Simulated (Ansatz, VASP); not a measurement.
# TiN: VASP beside Ansatz

INCAR

```
SYSTEM = TiN
  PREC = Accurate
  ENCUT = 600
  EDIFF = 1E-6
  ISMEAR = 0
  SIGMA = 0.1
  LREAL = .FALSE.
  LASPH = .TRUE.
  NELM = 120
  ALGO = Normal
  ISIF = 2
  LWAVE = .FALSE.
  LCHARG = .FALSE.
  GGA = PS
  NBANDS = 16
  GGA_COMPAT = .FALSE.
```

Contents of KPOINTS:

```
regular mesh
0
G
  18 18 18
  0 0 0
```

Contents of POSCAR:

```
TiN
1.0
    0.0000000000      2.0590570564      2.0590570564
    2.0590570564      0.0000000000      2.0590570564
    2.0590570564      2.0590570564      0.0000000000
Ti N
1 1
Direct
    0.0000000000      0.0000000000      0.0000000000
    0.5000000000      0.5000000000      0.5000000000
```

Input for Ansatz:

```yaml
crystal:
  lattice:
    - [0.0, 2.0590570564, 2.0590570564]
    - [2.0590570564, 0.0, 2.0590570564]
    - [2.0590570564, 2.0590570564, 0.0]
  atoms:
    - { symbol: Ti, position: [0.0, 0.0, 0.0] }
    - { symbol: "N", position: [0.5, 0.5, 0.5] }
basis:
  ecutwfc: 420
kpoints:
  mp_grid: { grid: [18, 18, 18] }
hamiltonian:
  xc: pbesol
scf:
  occupations: { method: gaussian, width: 0.1 }
output:
  forces: true
  stress: true
  eigenvalues: true
```

Alike in both runs: task single point; functional PBEsol; k mesh 18 × 18 × 18; occupations gaussian, width 0.1 eV; no spin polarisation.

```csv
,VASP,Ansatz
version,VASP 6.6.1,Ansatz 0.2.0
potentials or method,"VASP PAW PBE potentials, release 64 (Ti_sv, N), cutoff 600 eV","scalar-relativistic, plane waves, PAW"
valence electrons in the cell,17,17
```

|  | VASP | Ansatz | Ansatz less VASP |
| --- | --- | --- | --- |
| gap on the k mesh at the Fermi level (eV) | none | none | - |
| pressure (GPa) | 21.5 | 21.2 | -0.37 |

VASP's potentials were made for PBE, not for PBEsol. A gap of «none» marks a metal or a gap that the smearing closes.
